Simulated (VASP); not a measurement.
# Os in VASP: a series of runs

The runs below take Os through single point, with PBE.

All numbers are computed with VASP 6.6.1; they aren't measurements. Logs are shortened: lines on timing, memory, paths and dates and some standing lists are left out, and cuts for length are marked.

### 1 The cell of the first run

The cell holds a slab with vacuum, 10 atoms: a = 2.753 Å, b = 4.351 Å, c = 25.331 Å, α = 90.00°, β = 90.00°, γ = 90.00°.

### 2 Single point, PBE

Input file INCAR:

```
PREC = Accurate
ENCUT = 520
EDIFF = 1E-6
ISMEAR = 0
SIGMA = 0.1
LREAL = False
LASPH = True
NELM = 100
ALGO = Normal
ISIF = 2
LWAVE = False
LCHARG = True
LDIPOL = True
IDIPOL = 3
DIPOL = 0.5 0.5 0.500
GGA = PE
LELF = True
LVHAR = True
LVACPOTAV = True
NBANDS = 51
```

Input file KPOINTS:

```
Automatic mesh
0
Gamma
  13 8 1
```

Input file POSCAR:

```
Os
1.0
    2.7528310568      0.0000000000      0.0000000000
    0.0000000000      4.3509656332      0.0000000000
    0.0000000000      0.0000000000     25.3307603858
Os
10
Direct
    0.0000000000      0.2500000000      0.3010935001
    0.5000000000      0.7500000000      0.3272122792
    0.5000000000      0.2500000000      0.3902776201
    0.0000000000      0.7500000000      0.4207539438
    0.0000000000      0.2500000000      0.4845787823
    0.5000000000      0.7500000000      0.5154212257
    0.5000000000      0.2500000000      0.5792460442
    0.0000000000      0.7500000000      0.6097223749
    0.0000000000      0.2500000000      0.6727877274
    0.5000000000      0.7500000000      0.6989065022
```

Potentials or basis: VASP PAW PBE potentials, release 64 (Os).

Run with:

```sh
$ cat potpaw_PBE.64/Os/POTCAR > POTCAR
$ mpirun -np 1 vasp_std > vasp.out
```

OUTCAR:

```text
PREC = Accurate
   ENCUT = 520
   EDIFF = 1E-6
   ISMEAR = 0
   LREAL = False
   LASPH = True
   NELM = 100
   ISIF = 2
   GGA = PE

 ion  position               nearest neighbor table
   1  0.000  0.250  0.301-   3 2.65   3 2.65   2 2.66   2 2.66   2 2.66   2 2.66
   2  0.500  0.750  0.327-   1 2.66   1 2.66   1 2.66   1 2.66   3 2.70   3 2.70   4 2.74   4 2.74

   3  0.500  0.250  0.390-   1 2.65   1 2.65   4 2.69   4 2.69   4 2.69   4 2.69   2 2.70   2 2.70
                             5 2.76   5 2.76
   4  0.000  0.750  0.421-   3 2.69   3 2.69   3 2.69   3 2.69   5 2.71   5 2.71   2 2.74   2 2.74
                             6 2.76   6 2.76
   5  0.000  0.250  0.485-   6 2.69   6 2.69   6 2.69   6 2.69   4 2.71   4 2.71   3 2.76   3 2.76
                             7 2.76   7 2.76
   6  0.500  0.750  0.515-   5 2.69   5 2.69   5 2.69   5 2.69   7 2.71   7 2.71   8 2.76   8 2.76
                             4 2.76   4 2.76
   7  0.500  0.250  0.579-   8 2.69   8 2.69   8 2.69   8 2.69   6 2.71   6 2.71   9 2.74   9 2.74
                             5 2.76   5 2.76
   8  0.000  0.750  0.610-  10 2.65  10 2.65   7 2.69   7 2.69   7 2.69   7 2.69   9 2.70   9 2.70
                             6 2.76   6 2.76
   9  0.000  0.250  0.673-  10 2.66  10 2.66  10 2.66  10 2.66   8 2.70   8 2.70   7 2.74   7 2.74

  10  0.500  0.750  0.699-   8 2.65   8 2.65   9 2.66   9 2.66   9 2.66   9 2.66

  LATTYP: Found a simple orthorhombic cell.
 ALAT       =     2.7528310568
 B/A-ratio  =     1.5805421922
 C/A-ratio  =     9.2017126599

  Lattice vectors:

 A1 = (   2.7528310568,   0.0000000000,   0.0000000000)
 A2 = (   0.0000000000,   4.3509656332,   0.0000000000)
 A3 = (   0.0000000000,   0.0000000000,  25.3307603858)

Analysis of symmetry for initial positions (statically):
=====================================================================
 Subroutine PRICEL returns:
 Original cell was already a primitive cell.

 Routine SETGRP: Setting up the symmetry group for a
 simple orthorhombic supercell.

 Subroutine GETGRP returns: Found  8 space group operations
 (whereof  2 operations were pure point group operations)
 out of a pool of  8 trial point group operations.

The static configuration has the point symmetry C_1h.
 The point group associated with its full space group is D_2h.

Analysis of symmetry for dynamics (positions and initial velocities):
=====================================================================
 Subroutine PRICEL returns:
 Original cell was already a primitive cell.

 Routine SETGRP: Setting up the symmetry group for a
 simple orthorhombic supercell.

 Subroutine GETGRP returns: Found  8 space group operations
 (whereof  2 operations were pure point group operations)
 out of a pool of  8 trial point group operations.

The dynamic configuration has the point symmetry C_1h.
 The point group associated with its full space group is D_2h.

 Subroutine INISYM returns: Found  8 space group operations
 (whereof  2 operations are pure point group operations),
 and found     1 'primitive' translations

----------------------------------------------------------------------------------------

                                     Primitive cell

  volume of cell :     303.3985

  direct lattice vectors                    reciprocal lattice vectors
     2.752831057  0.000000000  0.000000000     0.363262394  0.000000000  0.000000000
     0.000000000  4.350965633  0.000000000     0.000000000  0.229834038  0.000000000
     0.000000000  0.000000000 25.330760386     0.000000000  0.000000000  0.039477694

  length of vectors
     2.752831057  4.350965633 25.330760386     0.363262394  0.229834038  0.039477694

  position of ions in fractional coordinates (direct lattice)
     0.000000000  0.250000000  0.301093500
     0.500000000  0.750000000  0.327212279
     0.500000000  0.250000000  0.390277620
     0.000000000  0.750000000  0.420753944
     0.000000000  0.250000000  0.484578782
     0.500000000  0.750000000  0.515421226
     0.500000000  0.250000000  0.579246044
     0.000000000  0.750000000  0.609722375
     0.000000000  0.250000000  0.672787727
     0.500000000  0.750000000  0.698906502

  ion indices of the primitive-cell ions
   primitive index   ion index
                 1           1
                 2           2
                 3           3
                 4           4
                 5           5
                 6           6
                 7           7
                 8           8
                 9           9
                10          10

----------------------------------------------------------------------------------------

 KPOINTS: Automatic mesh

Automatic generation of k-mesh.
 Grid dimensions read from file:
 generate k-points for:   13    8    1

 Generating k-lattice:

  Cartesian coordinates                     Fractional coordinates (reciprocal lattice)
     0.027943261  0.000000000  0.000000000     0.076923077  0.000000000  0.000000000
     0.000000000  0.028729255  0.000000000     0.000000000  0.125000000  0.000000000
     0.000000000  0.000000000  0.039477694     0.000000000  0.000000000  1.000000000

  Length of vectors
     0.027943261  0.028729255  0.039477694

  Shift w.r.t. Gamma in fractional coordinates (k-lattice)
     0.000000000  0.000000000  0.000000000

 Subroutine IBZKPT returns following result:
 ===========================================

 Found     35 irreducible k-points:

 Following reciprocal coordinates:
            Coordinates               Weight
  0.000000  0.000000  0.000000      1.000000
  0.076923  0.000000  0.000000      2.000000
  0.153846  0.000000  0.000000      2.000000
  0.230769  0.000000  0.000000      2.000000
  0.307692  0.000000  0.000000      2.000000
  0.384615  0.000000  0.000000      2.000000
[... 16 lines left out ...]
  0.076923  0.375000  0.000000      4.000000
  0.153846  0.375000  0.000000      4.000000
 [... further k-points ...]
   k-points           NKPTS =     35   k-points in BZ     NKDIM =     35   number of bands    NBANDS=     51
   number of dos      NEDOS =    301   number of ions     NIONS =     10
   total plane-waves  NPLWV = 122880
   dimension x,y,z NGX =    20 NGY =   32 NGZ =  192
   dimension x,y,z NGXF=    40 NGYF=   64 NGZF=  384
   ions per type =              10
   NGX,Y,Z   is equivalent  to a cutoff of  12.08, 12.23, 12.60 a.u.
   NGXF,Y,Z  is equivalent  to a cutoff of  24.16, 24.45, 25.20 a.u.
 SYSTEM =  unknown system
   PREC   = accura    normal or accurate (medium, high low for compatibility)
   ISTART =      0    job   : 0-new  1-cont  2-samecut
   ICHARG =      2    charge: 1-file 2-atom 10-const
   ISPIN  =      1    spin polarized calculation?
   LNONCOLLINEAR =      F non collinear calculations
   LSORBIT =      F    spin-orbit coupling
   LASPH  =      T    aspherical Exc in radial PAW
   ENCUT  =  520.0 eV  38.22 Ry    6.18 a.u.   5.12  8.09 47.10*2*pi/ulx,y,z
   NELM   =    100;   NELMIN=  2; NELMDL= -5     # of ELM steps
   EDIFF  = 0.1E-05   stopping-criterion for ELM
   LREAL  =      F    real-space projection
   EDIFFG = 0.1E-04   stopping-criterion for IOM
   NSW    =      0    number of steps for IOM
   IBRION =     -1    ionic relax: 0-MD 1-quasi-New 2-CG
   NFREE  =      0    steps in history (QN), initial steepest desc. (CG)
   ISIF   =      2    stress and relaxation
   ISYM   =      2    0-nonsym 1-usesym 2-fastsym
   POTIM  = 0.5000    time-step for ionic-motion
   TEBEG  =    0.0;   TEEND  =   0.0 temperature during run
   PSTRESS=    0.0 pullay stress
   NELECT =      80.0000    total number of electrons
   NUPDOWN=      -1.0000    fix difference up-down
   EMIN   =  10.00;   EMAX   =-10.00  energy-range for DOS
   EFERMI =   0.00;   METHOD = LEGACY
   ISMEAR =     0;   SIGMA  =   0.10  broadening in eV -4-tet -1-fermi 0-gaus
   EFERMI_NEDOS =   21; number of points for ismear=-14 and -15
   IALGO  =     38    algorithm
   IMIX   =      4    mixing-type and parameters
     AMIX     =   0.40;   BMIX     =  1.00
     AMIX_MAG =   1.60;   BMIX_MAG =  1.00
  volume/ion in A,a.u.               =      30.34       204.74
  Fermi-wavevector in a.u.,A,eV,Ry     =   1.049785  1.983806 14.994280  1.102048
  Thomas-Fermi vector in A             =   2.184762
   LORBIT       =      0    0 simple, 1 ext, 2 COOP (PROOUT), +10 PAW based schemes
   GGA     = PE    functional components
   LHFCALC =     F    Hartree Fock is set to
   AEXX    =    0.0000 exact exchange contribution
   IVDW    =     0    specifies the selected vdW correction
   LEPSILON=     F    determine dielectric tensor
   LRPA    =     F    only Hartree local field effects (RPA)
 non-spin polarized calculation
 Gauss-broadening in eV      SIGMA  =   0.10
  energy-cutoff  :      520.00
  volume of cell :      303.40
 maximum number of plane-waves:      8248
   NGX = 11   NGY = 17   NGZ = 95

 dipolmoment           0.000000      0.000000     -0.000000 electrons x Angstroem

 number of electron      80.0000000 magnetization

 dipolmoment           0.000000      0.000000      0.000002 electrons x Angstroem

 Free energy of the ion-electron system (eV)
  ---------------------------------------------------
  ext. energy  EPLUGINS =         0.00000000
  ---------------------------------------------------
  free energy    TOTEN  =      -107.45180990 eV

  energy without entropy =     -107.40363904  energy(sigma->0) =     -107.42772447

 E-fermi :   1.6750     XC(G=0):  -7.3582

 val. band max:        1.6645193889   @ k =   0.2308   0.0000   0.0000
 cond. band min:       1.6868807290   @ k =   0.2308   0.1250   0.0000
 fundamental gap:      0.0223613400
 Fermi energy:         1.6750268491

 k-point     1 :       0.0000    0.0000    0.0000
  band No.  band energies     occupation
      1      -8.8750      2.00000
      2      -7.9984      2.00000
      3      -6.6896      2.00000
      4      -5.8219      2.00000
      5      -5.6604      2.00000
      6      -5.4296      2.00000
[... 43 lines left out ...]
     50       3.4519      0.00000
     51       3.5394      0.00000
[... 1240 lines left out ...]
     50       2.9603      0.00000
     51       3.1950      0.00000

 [... further k-points ...]

------------------------ aborting loop because EDIFF is reached ----------------------------------------

  FORCE on cell =-STRESS in cart. coord.  units (eV):
  Direction    XX          YY          ZZ          XY          YZ          ZX
  --------------------------------------------------------------------------------------
  -------------------------------------------------------------------------------------
  Total       -6.2972002     -3.9367144     -0.1210671     -0.0000000     -0.0000000      0.0000000
  in kB      -33.2540574    -20.7888783     -0.6393274     -0.0000000     -0.0000000      0.0000000
  external PRESSURE =     -18.2274210 kB  Pullay stress =       0.0000000 kB

 VOLUME and BASIS-vectors are now :
 -----------------------------------------------------------------------------
  energy-cutoff  :      520.00
  volume of cell :      303.40
      direct lattice vectors                 reciprocal lattice vectors
     2.752831057  0.000000000  0.000000000     0.363262394  0.000000000  0.000000000
     0.000000000  4.350965633  0.000000000     0.000000000  0.229834038  0.000000000
     0.000000000  0.000000000 25.330760386     0.000000000  0.000000000  0.039477694

 POSITION                                       TOTAL-FORCE (eV/Angst)
 -----------------------------------------------------------------------------------
      0.00000      1.08774      7.62693         0.000000     -0.000000      0.030413
      1.37642      3.26322      8.28854         0.000000      0.000000     -0.035875
      1.37642      1.08774      9.88603         0.000000      0.000000     -0.015719
      0.00000      3.26322     10.65802         0.000000      0.000000      0.016819
      0.00000      1.08774     12.27475        -0.000000      0.000000      0.014116
      1.37642      3.26322     13.05601        -0.000000      0.000000     -0.014116
      1.37642      1.08774     14.67274         0.000000      0.000000     -0.016819
      0.00000      3.26322     15.44473         0.000000      0.000000      0.015719
      0.00000      1.08774     17.04222         0.000000      0.000000      0.035875
      1.37642      3.26322     17.70383         0.000000     -0.000000     -0.030413
 -----------------------------------------------------------------------------------
    total drift:                               -0.000000      0.000000      0.000204

  FREE ENERGIE OF THE ION-ELECTRON SYSTEM (eV)
  ---------------------------------------------------
  free  energy   TOTEN  =      -107.4518099025 eV

  energy  without entropy=     -107.4036390373  energy(sigma->0) =     -107.42772447

 vacuum level on the upper side and lower side of the slab         6.760         6.760
```

Wall time 32 min (1 thread of Intel Xeon 8259CL, shared host); peak memory 0.58 GiB.

What came out:

| Item | Value |
| --- | --- |
| Free energy | -107.4518 eV |
| Largest force | 0.036 eV/Å |
| Band gap on the k mesh | zero (bands 40 and 41 overlap by 1.87 eV) |

Forces on the atoms (eV/Å):
```
Os   0.000  0.000  0.030
Os   0.000  0.000 -0.036
Os   0.000  0.000 -0.016
Os   0.000  0.000  0.017
Os   0.000  0.000  0.014
Os   0.000  0.000 -0.014
Os   0.000  0.000 -0.017
Os   0.000  0.000  0.016
Os   0.000  0.000  0.036
Os   0.000  0.000 -0.030
```

Caveat: spin-orbit coupling is left out, which moves the levels of the heavy elements.

### 3 Single point, PBE

Input file INCAR:

```
SYSTEM = Os
ALGO = Normal ; DIPOL = 0.5 0.5 0.500
EDIFF = 1E-6 ; ENCUT = 520
GGA = PE ; IDIPOL = 3
ISIF = 2 ; ISMEAR = 0
LASPH = .True. ; LCHARG = .False.
LDIPOL = .True. ; LREAL = .False.
LWAVE = .False. ; NBANDS = 51
NELM = 80 ; PREC = Accurate
SIGMA = 0.1
```

Input file KPOINTS:

```
k-points
0
Gamma
  13 8 1
  0 0 0
```

POSCAR is that of step 2.

Potentials or basis: VASP PAW PBE potentials, release 64 (Os).

Run with:

```sh
$ cat potpaw_PBE.64/Os/POTCAR > POTCAR
$ mpirun -np 1 vasp_std > vasp.out
```

OUTCAR:

```text
SYSTEM = Os
   EDIFF = 1E-6
   ENCUT = 520
   GGA = PE
   ISIF = 2
   ISMEAR = 0
   LASPH = .True.
   LREAL = .False.
   NELM = 80
   PREC = Accurate

 ion  position               nearest neighbor table
   1  0.000  0.250  0.301-   3 2.65   3 2.65   2 2.66   2 2.66   2 2.66   2 2.66
   2  0.500  0.750  0.327-   1 2.66   1 2.66   1 2.66   1 2.66   3 2.70   3 2.70   4 2.74   4 2.74

   3  0.500  0.250  0.390-   1 2.65   1 2.65   4 2.69   4 2.69   4 2.69   4 2.69   2 2.70   2 2.70
                             5 2.76   5 2.76
   4  0.000  0.750  0.421-   3 2.69   3 2.69   3 2.69   3 2.69   5 2.71   5 2.71   2 2.74   2 2.74
                             6 2.76   6 2.76
[... 1537 lines left out ...]
 -----------------------------------------------------------------------------
  energy-cutoff  :      520.00
  volume of cell :      303.40
      direct lattice vectors                 reciprocal lattice vectors
     2.752831057  0.000000000  0.000000000     0.363262394  0.000000000  0.000000000
     0.000000000  4.350965633  0.000000000     0.000000000  0.229834038  0.000000000
     0.000000000  0.000000000 25.330760386     0.000000000  0.000000000  0.039477694

 POSITION                                       TOTAL-FORCE (eV/Angst)
 -----------------------------------------------------------------------------------
      0.00000      1.08774      7.62693         0.000000     -0.000000      0.030413
      1.37642      3.26322      8.28854         0.000000      0.000000     -0.035875
      1.37642      1.08774      9.88603         0.000000      0.000000     -0.015719
      0.00000      3.26322     10.65802         0.000000      0.000000      0.016819
      0.00000      1.08774     12.27475        -0.000000      0.000000      0.014116
      1.37642      3.26322     13.05601        -0.000000      0.000000     -0.014116
      1.37642      1.08774     14.67274         0.000000      0.000000     -0.016819
      0.00000      3.26322     15.44473         0.000000      0.000000      0.015719
      0.00000      1.08774     17.04222         0.000000      0.000000      0.035875
      1.37642      3.26322     17.70383         0.000000     -0.000000     -0.030413
 -----------------------------------------------------------------------------------
    total drift:                               -0.000000      0.000000      0.000204

  FREE ENERGIE OF THE ION-ELECTRON SYSTEM (eV)
  ---------------------------------------------------
  free  energy   TOTEN  =      -107.4518099025 eV

  energy  without entropy=     -107.4036390373  energy(sigma->0) =     -107.42772447

 vacuum level on the upper side and lower side of the slab         6.628         6.628
```

OSZICAR:

```text
N       E                     dE             d eps       ncg     rms          rms(c)
DAV:   1     0.615636665276E+03    0.61564E+03   -0.34345E+04  3570   0.137E+03
DAV:   2    -0.357490177306E+02   -0.65139E+03   -0.59506E+03  3974   0.449E+02
DAV:   3    -0.108833832780E+03   -0.73085E+02   -0.68285E+02  4800   0.114E+02
[... 22 lines left out ...]
DAV:  26    -0.107451803530E+03   -0.83125E-05   -0.33420E-07  2387   0.201E-03    0.159E-03
DAV:  27    -0.107451806300E+03   -0.27698E-05   -0.97760E-08  2160   0.170E-03    0.161E-03
DAV:  28    -0.107451807945E+03   -0.16456E-05   -0.70508E-08  2139   0.174E-03    0.104E-03
DAV:  29    -0.107451809754E+03   -0.18089E-05   -0.70026E-08  2176   0.985E-04    0.102E-03
DAV:  30    -0.107451809903E+03   -0.14833E-06   -0.19748E-08  2136   0.549E-04
   1 F= -.10745181E+03 E0= -.10742772E+03  d E =-.481709E-01
```

stdout:

```text
POSCAR found type information on POSCAR Os
 POSCAR found :  1 types and      10 ions
 scaLAPACK will be used
 LDA part: xc-table for (Slater+PW92), standard interpolation
 POSCAR, INCAR and KPOINTS ok, starting setup
 FFT: planning ... GRIDC
 FFT: planning ... GRID_SOFT
 FFT: planning ... GRID
 WAVECAR not read
 entering main loop
```

Run time: 24 min. Hardware: 1 thread of Intel Xeon 8259CL, shared host; peak memory 0.58 GiB.

What came out:

| Property | Result |
| --- | --- |
| Free energy | -107.4518 eV |
| Largest force | 0.036 eV/Å |
| Band gap on the k mesh | zero (bands 40 and 41 overlap by 1.87 eV) |

Forces in eV/Å, atoms in the order of the input:
```
Os   0.000  0.000  0.030
Os   0.000  0.000 -0.036
Os   0.000  0.000 -0.016
Os   0.000  0.000  0.017
Os   0.000  0.000  0.014
Os   0.000  0.000 -0.014
Os   0.000  0.000 -0.017
Os   0.000  0.000  0.016
Os   0.000  0.000  0.036
Os   0.000  0.000 -0.030
```

Caveat: spin-orbit coupling is left out, which moves the levels of the heavy elements.

The gap in the log of VASP goes by the Fermi energy; the results here count the filled bands.